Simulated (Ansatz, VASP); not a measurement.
**F: VASP beside Ansatz**

INCAR

```
PREC = Accurate
ENCUT = 520
EDIFF = 1E-6
ISMEAR = 0
SIGMA = 0.05
LREAL = F
LASPH = T
NELM = 60
ALGO = Normal
ISIF = 2
LWAVE = F
LCHARG = F
GGA = PS
NBANDS = 22
```

File KPOINTS:

```
Automatic mesh
0
Gamma
  4 4 2
```

The input POSCAR:

```
F
1.0
    2.9484629692     -1.6945827202     -0.2274109001
    2.9484629692      1.6945827202     -0.2274109001
   -2.2170189184      0.0000000000      6.7863396219
F
4
Direct
    0.0848459664      0.0848459664      0.1059920108
    0.9151540336      0.9151540336      0.8940079892
    0.5015719855      0.5015719855      0.5937195244
    0.4984280145      0.4984280145      0.4062804756
```

Input for Ansatz:

```yaml
crystal:
  lattice:
    - [2.9484629692, -1.6945827202, -0.2274109001]
    - [2.9484629692, 1.6945827202, -0.2274109001]
    - [-2.2170189184, 0.0, 6.7863396219]
  atoms:
    - { symbol: F, position: [0.0848459664, 0.0848459664, 0.1059920108] }
    - { symbol: F, position: [0.9151540336, 0.9151540336, 0.8940079892] }
    - { symbol: F, position: [0.5015719855, 0.5015719855, 0.5937195244] }
    - { symbol: F, position: [0.4984280145, 0.4984280145, 0.4062804756] }
basis:
  ecutwfc: 520.0
kpoints:
  mp_grid: { grid: [4, 4, 2] }
hamiltonian:
  xc: pbesol
scf:
  occupations: { method: gaussian, width: 0.05 }
output:
  forces: true
  stress: true
  eigenvalues: true
```

Alike in both runs: task single point; functional PBEsol; k mesh 4 × 4 × 2; occupations gaussian, width 0.05 eV; no spin polarisation.

|  | VASP | Ansatz |
| --- | --- | --- |
| version | VASP 6.6.1 | Ansatz 0.2.0 |
| potentials or method | VASP PAW PBE potentials, release 64 (F), cutoff 520 eV | scalar-relativistic, plane waves, PAW |
| valence electrons in the cell | 28 | 28 |

|  | VASP | Ansatz | Ansatz less VASP |
| --- | --- | --- | --- |
| gap on the k mesh at the Fermi level (eV) | 2.42 | 2.48 | +0.055 |
| least direct gap on the mesh (eV) | 2.54 | 2.59 | +0.050 |
| pressure (GPa) | 2.2 | 1.8 | -0.47 |
| traceless stress, the component that is largest in VASP (GPa) | -4.96 | -4.74 | +0.222 |
| rms of the force components (eV/Å) | 1.630 | 1.442 | -0.1876 |

VASP's potentials were made for PBE, not for PBEsol. Atom by atom the forces differ by 0.292 eV/Å (rms over components). The functional is the same, so the differences come from potentials, cutoffs and numerics.

The k mesh is coarse, so the values compare programs but aren't converged.
